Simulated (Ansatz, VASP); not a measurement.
# Two plane-wave programs on AlRu

```xyz
2
Lattice="2.9916 0.0000 0.0000 0.0000 2.9916 0.0000 0.0000 0.0000 2.9916" Properties=species:S:1:pos:R:3 pbc="T T T"
Al    0.0000    0.0000    0.0000
Ru    1.4958    1.4958    1.4958
```

Alike in both runs: task relaxation of cell and atoms; functional PBE; k mesh 18 × 18 × 18; occupations gaussian, width 0.1 eV; no spin polarisation.

|  | VASP | Ansatz |
| --- | --- | --- |
| version | VASP 6.6.1 | Ansatz 0.2.0 |
| potentials or method | VASP PAW PBE potentials, release 64 (Al, Ru_pv), cutoff 600 eV | scalar-relativistic, plane waves, PAW |
| valence electrons in the cell | 17 | 19 |

Ansatz gave:

- gap on the k mesh at the Fermi level, each at its own relaxed structure (eV): none
- relaxed volume (Å³/atom): 13.55
- relaxed cell length with the largest relative difference (Å): 3.004

Task: Estimate VASP's values.

Result: gap on the k mesh at the Fermi level, each at its own relaxed structure (eV): none; relaxed volume (Å³/atom): 13.55; relaxed cell length with the largest relative difference (Å): 3.003.

A gap of «none» marks a metal or a gap that the smearing closes. VASP's potentials hold 17 valence electrons a cell and Ansatz's 19, so a difference there can come from the potentials and not from the codes.
